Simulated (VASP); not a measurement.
## Hf: single point with B3LYP

Hf:

```
CELL_PARAMETERS angstrom
0.00000 2.22000 2.22000
2.22000 0.00000 2.22000
2.22000 2.22000 0.00000
ATOMIC_POSITIONS crystal
Hf 0.00000 0.00000 0.00000
```

This isn't the form of Hf at room conditions, which is hcp.

- Program: VASP 6.6.1
- Task: single point
- Functional: B3LYP
- Potentials or basis: VASP PAW PBE potentials, release 64 (Hf_pv)
- Cutoff: 520 eV
- k mesh: 5 × 5 × 5
- Occupations: fermi-dirac, width 0.05 eV
- Spin: no spin polarisation

```
Pressure               : 4.5 GPa
Band gap on the k mesh : zero (bands 5 and 6 overlap by 2.74 eV)
```

Levels at points of the mesh, in eV from the Fermi level:
| k point | band 1 | band 2 | band 3 | band 4 | band 5 | band 6 | band 7 | band 8 | band 9 | band 10 |
| --- | --- | --- | --- | --- | --- | --- | --- | --- | --- | --- |
| (0.00, 0.00, 0.00) | -31.62 | -31.62 | -31.62 | -7.90 | 2.51 | 2.51 | 2.51 | 5.57 | 5.57 | 12.82 |

Wall time 77 s on 1 thread of Intel(R) Xeon(R) 6975P-C (Granite Rapids), with other jobs on the host, peak memory 0.15 GiB.

Caveat: the k points lie up to 0.49 Å⁻¹ apart, too coarse for converged energies and pressures of a metal; the PAW data sets were made with another functional, which shifts forces and pressure a little; spin-orbit coupling is left out, which moves the levels of the heavy elements.
